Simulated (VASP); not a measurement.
# Ce (Fm-3m) in VASP: further runs

Ce is run at these levels: r2SCAN; tasks: single point.

All numbers are computed with VASP 6.6.1; they aren't measurements. Logs are shortened: lines on timing, memory, paths and dates and some standing lists are left out, and cuts for length are marked.

## (1) The cell of the first run

It takes space group Fm-3m (No. 225, cubic). The conventional cell has a = 4.678 Å, b = 4.678 Å, c = 4.678 Å, α = 90.00°, β = 90.00°, γ = 90.00°. Ce (site symmetry m-3m) has 12 Ce at 3.31 Å within 4.4 Å.

## (2) Single point, r2SCAN

Contents of POSCAR:

```
Ce
1.0
    0.0000000000      2.3390384114      2.3390384114
    2.3390384114      0.0000000000      2.3390384114
    2.3390384114      2.3390384114      0.0000000000
Ce
1
Direct
    0.0000000000      0.0000000000      0.0000000000
```

Contents of INCAR.step1:

```
SYSTEM = Ce
ALGO = Normal ; EDIFF = 1E-4
ENCUT = 520 ; GGA = PE
ISMEAR = -1 ; LASPH = .True.
LCHARG = .False. ; LREAL = .False.
LWAVE = .True. ; NBANDS = 12
NELM = 100 ; PREC = Accurate
SIGMA = 0.3
```

Contents of INCAR.step2:

```
SYSTEM = Ce
ALGO = Normal ; EDIFF = 1E-7
ENCUT = 520 ; ISIF = 2
ISMEAR = -1 ; ISTART = 1
LASPH = .True. ; LCHARG = .True.
LELF = .True. ; LMIXTAU = .True.
LREAL = .False. ; LVHAR = .True.
LWAVE = .False. ; METAGGA = R2SCAN
NBANDS = 12 ; NELM = 100
PREC = Accurate ; SIGMA = 0.3
```

Contents of KPOINTS:

```
k-points
0
Gamma
  12 12 12
  0 0 0
```

Potentials or basis: VASP PAW PBE potentials, release 64 (Ce).

On the command line:

```console
$ cat potpaw_PBE.64/Ce/POTCAR > POTCAR
$ cp INCAR.step1 INCAR
$ mpirun -np 1 vasp_std > vasp.out
$ cp INCAR.step2 INCAR
$ mpirun -np 1 vasp_std > vasp.out
```

OUTCAR:

```text
SYSTEM = Ce
   EDIFF = 1E-7
   ENCUT = 520
   ISIF = 2
   ISMEAR = -1
   ISTART = 1
   LASPH = .True.
   LREAL = .False.
   METAGGA = R2SCAN
   NELM = 100
   PREC = Accurate

 ion  position               nearest neighbor table
   1  0.000  0.000  0.000-

  LATTYP: Found a face centered cubic cell.
 ALAT       =     4.6780768228

  Lattice vectors:

 A1 = (   0.0000000000,   2.3390384114,   2.3390384114)
 A2 = (   2.3390384114,   0.0000000000,   2.3390384114)
 A3 = (   2.3390384114,   2.3390384114,   0.0000000000)

Analysis of symmetry for initial positions (statically):
=====================================================================
 Subroutine PRICEL returns:
 Original cell was already a primitive cell.

 Routine SETGRP: Setting up the symmetry group for a
 face centered cubic supercell.

 Subroutine GETGRP returns: Found 48 space group operations
 (whereof 48 operations were pure point group operations)
 out of a pool of 48 trial point group operations.

The static configuration has the point symmetry O_h .

Analysis of symmetry for dynamics (positions and initial velocities):
=====================================================================
 Subroutine PRICEL returns:
 Original cell was already a primitive cell.

 Routine SETGRP: Setting up the symmetry group for a
 face centered cubic supercell.

 Subroutine GETGRP returns: Found 48 space group operations
 (whereof 48 operations were pure point group operations)
 out of a pool of 48 trial point group operations.

The dynamic configuration has the point symmetry O_h .

 Subroutine INISYM returns: Found 48 space group operations
 (whereof 48 operations are pure point group operations),
 and found     1 'primitive' translations

----------------------------------------------------------------------------------------

                                     Primitive cell

  volume of cell :      25.5942

  direct lattice vectors                    reciprocal lattice vectors
     0.000000000  2.339038411  2.339038411    -0.213763056  0.213763056  0.213763056
     2.339038411  0.000000000  2.339038411     0.213763056 -0.213763056  0.213763056
     2.339038411  2.339038411  0.000000000     0.213763056  0.213763056 -0.213763056

  length of vectors
     3.307899844  3.307899844  3.307899844     0.370248475  0.370248475  0.370248475

[... 83 lines left out ...]
   NFREE  =      0    steps in history (QN), initial steepest desc. (CG)
   ISIF   =      2    stress and relaxation
   ISYM   =      2    0-nonsym 1-usesym 2-fastsym
   POTIM  = 0.5000    time-step for ionic-motion
   TEBEG  =    0.0;   TEEND  =   0.0 temperature during run
   PSTRESS=    0.0 pullay stress
   NELECT =      12.0000    total number of electrons
   NUPDOWN=      -1.0000    fix difference up-down
   EMIN   =  10.00;   EMAX   =-10.00  energy-range for DOS
   EFERMI =   0.00;   METHOD = LEGACY
   ISMEAR =    -1;   SIGMA  =   0.30  broadening in eV -4-tet -1-fermi 0-gaus
   EFERMI_NEDOS =   21; number of points for ismear=-14 and -15
   IALGO  =     38    algorithm
   IMIX   =      4    mixing-type and parameters
     AMIX     =   0.40;   BMIX     =  1.00
     AMIX_MAG =   1.60;   BMIX_MAG =  1.00
  volume/ion in A,a.u.               =      25.59       172.72
  Fermi-wavevector in a.u.,A,eV,Ry     =   1.271807  2.403367 22.007331  1.617493
  Thomas-Fermi vector in A             =   2.404720
   LORBIT       =      0    0 simple, 1 ext, 2 COOP (PROOUT), +10 PAW based schemes
   METAGGA = R2SCAN    functional components
   LHFCALC =     F    Hartree Fock is set to
   AEXX    =    0.0000 exact exchange contribution
   IVDW    =     0    specifies the selected vdW correction
   LEPSILON=     F    determine dielectric tensor
   LRPA    =     F    only Hartree local field effects (RPA)
 non-spin polarized calculation
  energy-cutoff  :      520.00
  volume of cell :       25.59
 maximum number of plane-waves:       701
 NGX is ok and might be reduce to    28
   NGX = 13   NGY = 13   NGZ = 13

 number of electron      12.0000000 magnetization

 Free energy of the ion-electron system (eV)
  ---------------------------------------------------
  ext. energy  EPLUGINS =         0.00000000
  ---------------------------------------------------
  free energy    TOTEN  =       -31.21328423 eV

  energy without entropy =      -30.37004372  energy(sigma->0) =      -30.79166397

 E-fermi :   9.9815     XC(G=0): -12.2949

 val. band max:        9.9603101699   @ k =  -0.1667   0.2500   0.0833
 cond. band min:      10.0064890908   @ k =  -0.3333   0.0833   0.0000
 fundamental gap:      0.0461789209
 Fermi energy:         9.9814614855

 k-point     1 :       0.0000    0.0000    0.0000
  band No.  band energies     occupation
      1     -26.0701      2.00000
      2      -6.5893      2.00000
      3      -6.5893      2.00000
      4      -6.5893      2.00000
      5       7.1661      1.99983
      6       9.9434      1.06340
      7      10.7326      0.15116
      8      10.7326      0.15116
      9      10.7326      0.15116
     10      11.6627      0.00734
     11      11.6627      0.00734
     12      11.6627      0.00734
[... 331 lines left out ...]
 k-point    24 :      -0.4167    0.1667    0.0000
  band No.  band energies     occupation
      1     -25.3598      2.00000
      2      -9.5733      2.00000
      3      -7.6688      2.00000
      4      -7.1182      2.00000
      5       8.6299      1.97814
      6       9.4906      1.67405
      7      10.8261      0.11299
      8      10.8924      0.09162
      9      11.0729      0.05126
     10      11.0919      0.04818
     11      11.4230      0.01624
     12      11.4310      0.01582

 [... further k-points ...]

------------------------ aborting loop because EDIFF is reached ----------------------------------------

  FORCE on cell =-STRESS in cart. coord.  units (eV):
  Direction    XX          YY          ZZ          XY          YZ          ZX
  --------------------------------------------------------------------------------------
  -------------------------------------------------------------------------------------
  Total        0.5318782      0.5318782      0.5318782      0.0000000     -0.0000000      0.0000000
  in kB       33.2951314     33.2951314     33.2951314      0.0000000     -0.0000000      0.0000000
  external PRESSURE =      33.2951314 kB  Pullay stress =       0.0000000 kB

 VOLUME and BASIS-vectors are now :
 -----------------------------------------------------------------------------
  energy-cutoff  :      520.00
  volume of cell :       25.59
      direct lattice vectors                 reciprocal lattice vectors
     0.000000000  2.339038411  2.339038411    -0.213763056  0.213763056  0.213763056
     2.339038411  0.000000000  2.339038411     0.213763056 -0.213763056  0.213763056
     2.339038411  2.339038411  0.000000000     0.213763056  0.213763056 -0.213763056

 POSITION                                       TOTAL-FORCE (eV/Angst)
 -----------------------------------------------------------------------------------
      0.00000      0.00000      0.00000        -0.000000      0.000000      0.000000
 -----------------------------------------------------------------------------------
    total drift:                                0.000000     -0.000000      0.000000

  FREE ENERGIE OF THE ION-ELECTRON SYSTEM (eV)
  ---------------------------------------------------
  free  energy   TOTEN  =       -31.2132842313 eV

  energy  without entropy=      -30.3700437176  energy(sigma->0) =      -30.79166397
```

Wall time 3 min (1 thread of Intel Xeon Platinum 8259CL at 2.50GHz (Skylake/Cascade Lake), shared host); peak memory 0.19 GiB.

What came out:

```
Free energy            : -31.2133 eV
Pressure               : 3.3 GPa
Band gap on the k mesh : zero (band 6 reaches 10.56 eV, above the bottom of band 7 at 9.96 eV)
```

Levels at points of the mesh, in eV from the Fermi level:
| k point | band 4 | band 5 | band 6 | band 7 | band 8 | band 9 |
| --- | --- | --- | --- | --- | --- | --- |
| (0.00, 0.00, 0.00) | -16.57 | -2.82 | -0.04 | 0.75 | 0.75 | 0.75 |
| (0.50, 0.00, 0.00) | -16.97 | -2.24 | 0.11 | 0.91 | 0.91 | 1.13 |
| (0.50, 0.50, 0.00) | -17.72 | -3.24 | -2.55 | 0.98 | 1.09 | 1.09 |

Caveat: the PAW data sets were made with another functional, which shifts forces and pressure a little; spin-orbit coupling is left out, which moves the levels of the heavy elements. Spin polarisation is off, so any magnetic state and its effect on volume and gap are missing.

## (3) Single point, r2SCAN

POSCAR is that of step 2.

Contents of INCAR.step1:

```
PREC = Accurate
ENCUT = 520
ISMEAR = -1
SIGMA = 0.6
LREAL = False
LASPH = True
NELM = 80
NBANDS = 12
GGA = PE
ALGO = Normal
EDIFF = 1E-4
LWAVE = True
LCHARG = False
```

Contents of INCAR.step2:

```
PREC = Accurate
ENCUT = 520
EDIFF = 1E-7
ISMEAR = -1
SIGMA = 0.6
LREAL = False
LASPH = True
NELM = 80
ALGO = Normal
ISIF = 2
LWAVE = False
LCHARG = True
METAGGA = R2SCAN
LMIXTAU = True
LELF = True
LVHAR = True
NBANDS = 12
ISTART = 1
```

Contents of KPOINTS:

```
regular mesh
0
Gamma
  12 12 12
```

Potentials or basis: VASP PAW PBE potentials, release 64 (Ce).

On the command line:

```console
$ cat potpaw_PBE.64/Ce/POTCAR > POTCAR
$ cp INCAR.step1 INCAR
$ mpirun -np 1 vasp_std > vasp.out
$ cp INCAR.step2 INCAR
$ mpirun -np 1 vasp_std > vasp.out
```

It took 4 min on 1 thread of Intel Xeon Platinum 8259CL at 2.50GHz (Skylake/Cascade Lake), shared host; peak memory 0.2 GiB.

Results (log left out):

| Quantity | Value |
| --- | --- |
| Free energy | -32.3888 eV |
| Pressure | 9.8 GPa |
| Band gap on the k mesh | zero (band 6 reaches 10.81 eV, above the bottom of band 7 at 10.14 eV) |

Levels at points of the mesh, in eV from the Fermi level:
| k point | band 4 | band 5 | band 6 | band 7 | band 8 | band 9 |
| --- | --- | --- | --- | --- | --- | --- |
| (0.00, 0.00, 0.00) | -16.36 | -2.80 | 0.47 | 1.31 | 1.31 | 1.31 |
| (0.50, 0.00, 0.00) | -16.78 | -2.22 | 0.57 | 1.41 | 1.41 | 1.43 |
| (0.50, 0.50, 0.00) | -17.54 | -3.27 | -2.55 | 1.49 | 1.59 | 1.59 |

Caveat: the PAW data sets were made with another functional, which shifts forces and pressure a little; spin-orbit coupling is left out, which moves the levels of the heavy elements. Spin polarisation is off, so any magnetic state and its effect on volume and gap are missing.
